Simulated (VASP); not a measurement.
Set up this calculation in VASP 6.6.1, as the native input.

| Item | Value |
| --- | --- |
| Task | relaxation of cell and atoms |
| Functional | PBE |
| Potentials or basis | VASP PAW PBE potentials, release 64 (Al, P) |
| Cutoff | 600 eV |
| k mesh | 14 × 14 × 14 |
| Occupations | gaussian, width 0.1 eV |
| Spin | no spin polarisation |
| Dipole correction | no |
| Further INCAR settings | ALGO = Normal; EDIFF = 1e-06; IBRION = 2; EDIFFG = -0.01; NSW = 100; ISIF = 3 |

The structure of Al4P lies in POSCAR:

```
Al4P
1.0
   -1.8455069607      1.8455069607      6.6320280289
    1.8455069607     -1.8455069607      6.6320280289
    1.8455069607      1.8455069607     -6.6320280289
Al P
4 1
Direct
    0.7500000000      0.2500000000      0.5000000000
    0.5962868624      0.5962868624      0.0000000000
    0.4037131376      0.4037131376      0.0000000000
    0.2500000000      0.7500000000      0.5000000000
    0.0000000000      0.0000000000      0.0000000000
```

The cell was generated, and may not be a known phase.

These files were run (other wordings do the same):

INCAR

```
PREC = Accurate ; ENCUT = 600
EDIFF = 1E-6 ; ISMEAR = 0
SIGMA = 0.1 ; LREAL = False
LASPH = True ; NELM = 80
ALGO = Normal ; ISIF = 3
LWAVE = False ; LCHARG = False
GGA = PE ; IBRION = 2
NSW = 100 ; EDIFFG = -0.01
```

KPOINTS

```
Automatic mesh
0
Gamma
  14 14 14
```

Potentials or basis: VASP PAW PBE potentials, release 64 (Al, P).

Run with:

```bash
$ cat potpaw_PBE.64/Al/POTCAR potpaw_PBE.64/P/POTCAR > POTCAR
$ mpirun -np 1 vasp_std > vasp.out
```

It gave:

* Relaxed volume: 18.09 Å³/atom
* Relaxed cell: a = 7.488 Å, b = 7.488 Å, c = 7.488 Å, α = 152.32°, β = 152.32°, γ = 39.55°
* Space group after relaxing (to 0.1 Å): I4/mmm (No. 139)
* Energy gained by relaxing: 8.0 meV/atom
* Ionic steps: 10
* Pressure after relaxing: 0.0 GPa
* Largest force after relaxing: 0.010 eV/Å

Caveat: the highest band is partly filled, so the run has too few bands.

Wall time 88 min on 1 thread of Intel(R) Xeon(R) Platinum 8488C (Sapphire Rapids), with other jobs on the host, peak memory 0.71 GiB.
